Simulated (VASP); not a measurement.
# P (Cmmm) in VASP: further runs

Runs on P. Level: PBE. Tasks: single point, relaxation of cell and atoms.

Program: VASP 6.6.1. These are calculated values, not measurements. Logs are shortened: lines on timing, memory, paths and dates and some standing lists are left out, and cuts for length are marked.

**1. The cell of the first run**

The structure is orthorhombic, space group Cmmm (No. 65). The conventional cell has a = 4.601 Å, b = 9.813 Å, c = 3.270 Å, α = 90.00°, β = 90.00°, γ = 90.00°. Within 2.6 Å of P (site symmetry m) lie 4 P at 1.95 to 2.16 Å. P (site symmetry 2/m) has 6 P at 2.14 to 2.30 Å within 2.8 Å.

**2. Single point, PBE**

INCAR reads:

```
SYSTEM = P
ALGO = Normal
EDIFF = 1E-7
ENCUT = 520
GGA = PE
ISIF = 2
ISMEAR = 0
LASPH = .TRUE.
LCHARG = .TRUE.
LELF = .TRUE.
LREAL = .FALSE.
LVHAR = .TRUE.
LWAVE = .FALSE.
NBANDS = 24
NELM = 80
PREC = Accurate
SIGMA = 0.1
```

KPOINTS reads:

```
k-points
0
G
  4 4 6
  0 0 0
```

POSCAR reads:

```
P
1.0
    2.3005475900     -4.9065908100      0.0000000000
    2.3005475900      4.9065908100      0.0000000000
    0.0000000000      0.0000000000      3.2698254600
P
6
Direct
    0.1019200500      0.3216338200      0.5000000000
    0.8980799500      0.6783661800      0.5000000000
    0.3216338200      0.1019200500      0.5000000000
    0.6783661800      0.8980799500      0.5000000000
    0.0000000000      0.5000000000      0.0000000000
    0.5000000000      0.0000000000      0.0000000000
```

Potentials or basis: VASP PAW PBE potentials, release 64 (P).

Run with:

```sh
> cat potpaw_PBE.64/P/POTCAR > POTCAR
> mpirun -np 1 vasp_std > vasp.out
```

OUTCAR:

```text
SYSTEM = P
   EDIFF = 1E-7
   ENCUT = 520
   GGA = PE
   ISIF = 2
   ISMEAR = 0
   LASPH = .TRUE.
   LREAL = .FALSE.
   NELM = 80
   PREC = Accurate

 ion  position               nearest neighbor table
   1  0.102  0.322  0.500-   4 1.95   5 2.14   5 2.14   3 2.16   4 2.65   2 2.77   2 2.91
   2  0.898  0.678  0.500-   3 1.95   5 2.14   5 2.14   4 2.16   3 2.65   1 2.77   1 2.91
   3  0.322  0.102  0.500-   2 1.95   6 2.14   6 2.14   1 2.16   2 2.65   4 2.77   4 2.91
   4  0.678  0.898  0.500-   1 1.95   6 2.14   6 2.14   2 2.16   1 2.65   3 2.77   3 2.91
   5  0.000  0.500  0.000-   1 2.14   2 2.14   1 2.14   2 2.14   6 2.30   6 2.30
   6  0.500  0.000  0.000-   3 2.14   4 2.14   3 2.14   4 2.14   5 2.30   5 2.30

  LATTYP: Found a base centered orthorhombic cell.
 ALAT       =     4.6010951800
 B/A-ratio  =     2.1327925714
 C/A-ratio  =     0.7106624254

  Lattice vectors:

 A1 = (   2.3005475900,  -4.9065908100,   0.0000000000)
 A2 = (   2.3005475900,   4.9065908100,   0.0000000000)
 A3 = (   0.0000000000,   0.0000000000,   3.2698254600)

Analysis of symmetry for initial positions (statically):
=====================================================================
 Subroutine PRICEL returns:
 Original cell was already a primitive cell.

 Routine SETGRP: Setting up the symmetry group for a
 base centered orthorhombic supercell.

 Subroutine GETGRP returns: Found  8 space group operations
 (whereof  8 operations were pure point group operations)
 out of a pool of  8 trial point group operations.

The static configuration has the point symmetry D_2h.

Analysis of symmetry for dynamics (positions and initial velocities):
=====================================================================
 Subroutine PRICEL returns:
 Original cell was already a primitive cell.

 Routine SETGRP: Setting up the symmetry group for a
 base centered orthorhombic supercell.

 Subroutine GETGRP returns: Found  8 space group operations
 (whereof  8 operations were pure point group operations)
 out of a pool of  8 trial point group operations.

The dynamic configuration has the point symmetry D_2h.

 Subroutine INISYM returns: Found  8 space group operations
 (whereof  8 operations are pure point group operations),
 and found     1 'primitive' translations

----------------------------------------------------------------------------------------

                                     Primitive cell

  volume of cell :      73.8186

  direct lattice vectors                    reciprocal lattice vectors
     2.300547590 -4.906590810  0.000000000     0.217339560 -0.101903749  0.000000000
     2.300547590  4.906590810  0.000000000     0.217339560  0.101903749  0.000000000
     0.000000000  0.000000000  3.269825460     0.000000000  0.000000000  0.305826721

  length of vectors
     5.419146851  5.419146851  3.269825460     0.240043451  0.240043451  0.305826721

  position of ions in fractional coordinates (direct lattice)
     0.101920050  0.321633820  0.500000000
     0.898079950  0.678366180  0.500000000
     0.321633820  0.101920050  0.500000000
     0.678366180  0.898079950  0.500000000
     0.000000000  0.500000000  0.000000000
     0.500000000  0.000000000  0.000000000

  ion indices of the primitive-cell ions
   primitive index   ion index
                 1           1
                 2           2
                 3           3
                 4           4
                 5           5
                 6           6

----------------------------------------------------------------------------------------

 KPOINTS: k-points

Automatic generation of k-mesh.
 Grid dimensions read from file:
 generate k-points for:    4    4    6

 Generating k-lattice:

  Cartesian coordinates                     Fractional coordinates (reciprocal lattice)
     0.054334890 -0.025475937  0.000000000     0.250000000  0.000000000  0.000000000
     0.054334890  0.025475937  0.000000000     0.000000000  0.250000000  0.000000000
     0.000000000  0.000000000  0.050971120     0.000000000  0.000000000  0.166666667

  Length of vectors
     0.060010863  0.060010863  0.050971120

  Shift w.r.t. Gamma in fractional coordinates (k-lattice)
     0.000000000  0.000000000  0.000000000

 Subroutine IBZKPT returns following result:
 ===========================================

 Found     28 irreducible k-points:

 Following reciprocal coordinates:
            Coordinates               Weight
  0.000000  0.000000  0.000000      1.000000
  0.250000  0.000000  0.000000      4.000000
  0.500000  0.000000  0.000000      2.000000
  0.250000  0.250000  0.000000      2.000000
  0.500000  0.250000  0.000000      4.000000
 -0.250000  0.250000  0.000000      2.000000
[... 16 lines left out ...]
  0.250000  0.000000  0.500000      4.000000
  0.500000  0.000000  0.500000      2.000000
 [... further k-points ...]
   k-points           NKPTS =     28   k-points in BZ     NKDIM =     28   number of bands    NBANDS=     24
   number of dos      NEDOS =    301   number of ions     NIONS =      6
   total plane-waves  NPLWV =  38400
   dimension x,y,z NGX =    40 NGY =   40 NGZ =   24
   dimension x,y,z NGXF=    80 NGYF=   80 NGZF=   48
   ions per type =               6
   NGX,Y,Z   is equivalent  to a cutoff of  12.27, 12.27, 12.20 a.u.
   NGXF,Y,Z  is equivalent  to a cutoff of  24.54, 24.54, 24.40 a.u.
 SYSTEM =  P
   PREC   = accura    normal or accurate (medium, high low for compatibility)
   ISTART =      0    job   : 0-new  1-cont  2-samecut
   ICHARG =      2    charge: 1-file 2-atom 10-const
   ISPIN  =      1    spin polarized calculation?
   LNONCOLLINEAR =      F non collinear calculations
   LSORBIT =      F    spin-orbit coupling
   LASPH  =      T    aspherical Exc in radial PAW
   ENCUT  =  520.0 eV  38.22 Ry    6.18 a.u.  10.08 10.08  6.08*2*pi/ulx,y,z
   NELM   =     80;   NELMIN=  2; NELMDL= -5     # of ELM steps
   EDIFF  = 0.1E-06   stopping-criterion for ELM
   LREAL  =      F    real-space projection
   EDIFFG = 0.1E-05   stopping-criterion for IOM
   NSW    =      0    number of steps for IOM
   IBRION =     -1    ionic relax: 0-MD 1-quasi-New 2-CG
   NFREE  =      0    steps in history (QN), initial steepest desc. (CG)
   ISIF   =      2    stress and relaxation
   ISYM   =      2    0-nonsym 1-usesym 2-fastsym
   POTIM  = 0.5000    time-step for ionic-motion
   TEBEG  =    0.0;   TEEND  =   0.0 temperature during run
   PSTRESS=    0.0 pullay stress
   NELECT =      30.0000    total number of electrons
   NUPDOWN=      -1.0000    fix difference up-down
   EMIN   =  10.00;   EMAX   =-10.00  energy-range for DOS
   EFERMI =   0.00;   METHOD = LEGACY
   ISMEAR =     0;   SIGMA  =   0.10  broadening in eV -4-tet -1-fermi 0-gaus
   EFERMI_NEDOS =   21; number of points for ismear=-14 and -15
   IALGO  =     38    algorithm
   IMIX   =      4    mixing-type and parameters
     AMIX     =   0.40;   BMIX     =  1.00
     AMIX_MAG =   1.60;   BMIX_MAG =  1.00
  volume/ion in A,a.u.               =      12.30        83.03
  Fermi-wavevector in a.u.,A,eV,Ry     =   1.212626  2.291530 20.006832  1.470461
  Thomas-Fermi vector in A             =   2.348104
   LORBIT       =      0    0 simple, 1 ext, 2 COOP (PROOUT), +10 PAW based schemes
   GGA     = PE    functional components
   LHFCALC =     F    Hartree Fock is set to
   AEXX    =    0.0000 exact exchange contribution
   IVDW    =     0    specifies the selected vdW correction
   LEPSILON=     F    determine dielectric tensor
   LRPA    =     F    only Hartree local field effects (RPA)
 non-spin polarized calculation
 Gauss-broadening in eV      SIGMA  =   0.10
  energy-cutoff  :      520.00
  volume of cell :       73.82
 maximum number of plane-waves:      2012
   NGX = 21   NGY = 21   NGZ = 13

 number of electron      29.9999996 magnetization

 Free energy of the ion-electron system (eV)
  ---------------------------------------------------
  ext. energy  EPLUGINS =         0.00000000
  ---------------------------------------------------
  free energy    TOTEN  =       -26.67144568 eV

  energy without entropy =      -26.66373131  energy(sigma->0) =      -26.66758850

 E-fermi :  12.4241     XC(G=0): -11.8263

 val. band max:       12.3906361048   @ k =   0.5000   0.0000   0.3333
 cond. band min:      12.4868488486   @ k =   0.5000   0.5000   0.5000
 fundamental gap:      0.0962127438
 Fermi energy:        12.4240546735

 k-point     1 :       0.0000    0.0000    0.0000
  band No.  band energies     occupation
      1      -7.2774      2.00000
      2      -2.1186      2.00000
      3      -1.2377      2.00000
      4      -1.0272      2.00000
      5       1.2586      2.00000
      6       2.3153      2.00000
[... 16 lines left out ...]
     23      17.4019      0.00000
     24      17.5789      0.00000

 k-point     2 :       0.2500    0.0000    0.0000
  band No.  band energies     occupation
      1      -6.8330      2.00000
      2      -3.5311      2.00000
      3      -1.8089      2.00000
      4      -0.6983      2.00000
      5       1.0971      2.00000
      6       4.2355      2.00000
[... 16 lines left out ...]
     23      17.6472      0.00000
     24      18.0029      0.00000

 k-point     3 :       0.5000    0.0000    0.0000
  band No.  band energies     occupation
      1      -5.8087      2.00000
      2      -5.1646      2.00000
      3      -1.9910      2.00000
      4      -1.3010      2.00000
      5       3.4596      2.00000
      6       3.4663      2.00000
[... 16 lines left out ...]
     23      17.3294      0.00000
     24      17.8951      0.00000
[... 514 lines left out ...]
 k-point    23 :       0.2500    0.0000    0.5000
  band No.  band energies     occupation
      1      -4.5768      2.00000
      2      -2.9229      2.00000
      3      -1.2458      2.00000
      4       0.2702      2.00000
      5       0.7311      2.00000
      6       1.0483      2.00000
[... 16 lines left out ...]
     23      18.8911      0.00000
     24      19.2433      0.00000

 k-point    24 :       0.5000    0.0000    0.5000
  band No.  band energies     occupation
      1      -3.8612      2.00000
      2      -2.3612      2.00000
      3      -1.7191      2.00000
      4      -1.6460      2.00000
      5       0.2180      2.00000
      6       0.5031      2.00000
[... 16 lines left out ...]
     23      18.9100      0.00000
     24      19.2411      0.00000

 [... further k-points ...]

------------------------ aborting loop because EDIFF is reached ----------------------------------------

  FORCE on cell =-STRESS in cart. coord.  units (eV):
  Direction    XX          YY          ZZ          XY          YZ          ZX
  --------------------------------------------------------------------------------------
  -------------------------------------------------------------------------------------
  Total       25.8001502     26.9872994     27.1956839      0.0000000      0.0000000      0.0000000
  in kB      559.9731291    585.7393209    590.2621520      0.0000000      0.0000000      0.0000000
  external PRESSURE =     578.6582007 kB  Pullay stress =       0.0000000 kB

 VOLUME and BASIS-vectors are now :
 -----------------------------------------------------------------------------
  energy-cutoff  :      520.00
  volume of cell :       73.82
      direct lattice vectors                 reciprocal lattice vectors
     2.300547590 -4.906590810  0.000000000     0.217339560 -0.101903749  0.000000000
     2.300547590  4.906590810  0.000000000     0.217339560  0.101903749  0.000000000
     0.000000000  0.000000000  3.269825460     0.000000000  0.000000000  0.305826721

 POSITION                                       TOTAL-FORCE (eV/Angst)
 -----------------------------------------------------------------------------------
      0.97441      1.07805      1.63491         4.912498     -1.819103     -0.000000
      3.62669     -1.07805      1.63491        -4.912498      1.819103      0.000000
      0.97441     -1.07805      1.63491         4.912498      1.819103      0.000000
      3.62669      1.07805      1.63491        -4.912498     -1.819103     -0.000000
      1.15027      2.45330      0.00000         0.000000      0.000000      0.000000
      1.15027     -2.45330      0.00000         0.000000      0.000000      0.000000
 -----------------------------------------------------------------------------------
    total drift:                               -0.000000     -0.000000      0.000000

  FREE ENERGIE OF THE ION-ELECTRON SYSTEM (eV)
  ---------------------------------------------------
  free  energy   TOTEN  =       -26.6714456826 eV

  energy  without entropy=      -26.6637313126  energy(sigma->0) =      -26.66758850
```

It took 60 s on 1 thread of Oxide Virtual Turin-like, shared host; peak memory 0.16 GiB.

What came out:

- Free energy: -26.6714 eV
- Pressure: 57.9 GPa
- Largest force: 5.238 eV/Å
- Band gap on the k mesh: zero (band 15 reaches 13.22 eV, above the bottom of band 16 at 11.19 eV)

Forces in eV/Å, atoms in the order of the input:
```
P    4.912 -1.819  0.000
P   -4.912  1.819  0.000
P    4.912  1.819  0.000
P   -4.912 -1.819  0.000
P    0.000  0.000  0.000
P    0.000  0.000  0.000
```

Levels at points of the mesh, in eV from the Fermi level:
```csv
k point,band 12,band 13,band 14,band 15,band 16,band 17,band 18,band 19
"(0.00, 0.00, 0.00)",-3.30,-2.74,-0.07,0.27,0.38,0.89,1.45,2.02
"(0.50, 0.00, 0.00)",-3.77,-2.15,-1.81,-1.30,-1.23,0.11,0.23,3.39
"(0.50, 0.50, 0.00)",-4.45,-3.74,-2.72,-0.15,1.39,1.75,3.20,4.01
"(0.00, 0.00, 0.50)",-5.99,-5.26,-1.08,-0.12,1.73,2.63,3.08,4.44
"(0.50, 0.00, 0.50)",-2.70,-2.22,-1.73,-0.75,-0.33,0.78,1.04,1.60
"(0.50, 0.50, 0.50)",-5.68,-5.02,-2.64,-0.98,-0.19,0.06,0.48,1.87
```

Caveat: the k points lie up to 0.38 Å⁻¹ apart; forces of over 1 eV/Å act on the atoms, so gaps and moduli don't describe the material at rest.

(Continued in part 2 of 2.)
